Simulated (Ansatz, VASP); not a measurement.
**GaMo: VASP beside Ansatz**

```
Ga Mo
1.0
     2.78356    0.00000    0.00000
    -1.39178    2.41064    0.00000
     0.00000    0.00000    5.22315
Ga Mo
1 1
Direct
  0.00000 0.00000 0.00000
  0.00000 0.00000 0.50000
```

Alike in both runs: functional PBE; k mesh 7 × 7 × 4; occupations gaussian, width 0.2 eV; no spin polarisation.

Ansatz relaxed the structure, and its values are those at the end. VASP's run is a single point on that final structure, the one shown.

|  | VASP | Ansatz |
| --- | --- | --- |
| version | VASP 6.6.1 | Ansatz 0.2.0 |
| potentials or method | VASP PAW PBE potentials, release 64 (Ga_d, Mo_sv), cutoff 520 eV | scalar-relativistic, plane waves, PAW |
| valence electrons in the cell | 27 | 27 |

Ansatz gave:

| Item | Value |
| --- | --- |
| gap on the k mesh at the Fermi level (eV) | none |
| pressure (GPa) | 0.3 |

Problem. Which values does VASP return?

Solution. gap on the k mesh at the Fermi level (eV): none; pressure (GPa): 0.6.

A gap of «none» marks a metal or a gap that the smearing closes.

The k mesh is coarse, so the values compare programs but aren't converged.
